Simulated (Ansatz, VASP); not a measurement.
One calculation of WSe2, two programs

INCAR

```
  PREC = Accurate
  ENCUT = 520
  EDIFF = 1E-6
  ISMEAR = 0
  SIGMA = 0.05
  LREAL = F
  LASPH = T
  NELM = 60
  ALGO = Normal
  ISIF = 2
  LWAVE = F
  LCHARG = F
  GGA = PE
  NBANDS = 35
```

Contents of KPOINTS:

```
regular mesh
0
Gamma
  9 9 2
```

Contents of POSCAR:

```
WSe2
1.0
   -3.3206937274      0.0000000000      0.0000000000
   -1.6603468637     -2.8758051261      0.0000000000
   -3.7357804433     -2.1568538446     15.2573262715
W Se
2 4
Direct
    0.1458333333      0.1458333333      0.2500000000
    0.1041666667      0.1041666667      0.7500000000
   -0.1466816093     -0.1466816093      0.6400199235
    0.5616517240      0.5616517240      0.1400199235
   -0.3116517240     -0.3116517240      0.8599800765
    0.3966816093      0.3966816093      0.3599800765
```

Input for Ansatz:

```yaml
crystal:
  lattice:
    - [-3.3206937274, 0.0, 0.0]
    - [-1.6603468637, -2.8758051261, 0.0]
    - [-3.7357804433, -2.1568538446, 15.2573262715]
  atoms:
    - { symbol: W, position: [0.1458333333, 0.1458333333, 0.25] }
    - { symbol: W, position: [0.1041666667, 0.1041666667, 0.75] }
    - { symbol: Se, position: [-0.1466816093, -0.1466816093, 0.6400199235] }
    - { symbol: Se, position: [0.561651724, 0.561651724, 0.1400199235] }
    - { symbol: Se, position: [-0.311651724, -0.311651724, 0.8599800765] }
    - { symbol: Se, position: [0.3966816093, 0.3966816093, 0.3599800765] }
basis:
  ecutwfc: 420
kpoints:
  mp_grid: { grid: [9, 9, 2] }
hamiltonian:
  xc: pbe
scf:
  occupations: { method: gaussian, width: 0.05 }
output:
  forces: true
  stress: true
  eigenvalues: true
```

Alike in both runs: task single point; functional PBE; k mesh 9 × 9 × 2; occupations gaussian, width 0.05 eV; no spin polarisation.

|  | VASP | Ansatz |
| --- | --- | --- |
| version | VASP 6.6.1 | Ansatz 0.2.0 |
| potentials or method | VASP PAW PBE potentials, release 64 (W_sv, Se), cutoff 520 eV | scalar-relativistic, plane waves, PAW |
| valence electrons in the cell | 52 | 92 |

|  | VASP | Ansatz | Ansatz less VASP |
| --- | --- | --- | --- |
| gap on the k mesh at the Fermi level (eV) | 1.53 | 1.54 | +0.003 |
| least direct gap on the mesh (eV) | 1.53 | 1.54 | +0.003 |
| pressure (GPa) | 0.3 | 0.1 | -0.24 |
| traceless stress, the component that is largest in VASP (GPa) | 0.13 | 0.07 | -0.064 |
| rms of the force components (eV/Å) | 0.021 | 0.003 | -0.0177 |

Atom by atom the forces differ by 0.021 eV/Å (rms over components). The functional is the same, so the differences come from potentials, cutoffs and numerics. VASP's potentials hold 52 valence electrons a cell and Ansatz's 92, so a difference there can come from the potentials and not from the codes.

Neither program's run includes spin-orbit coupling.
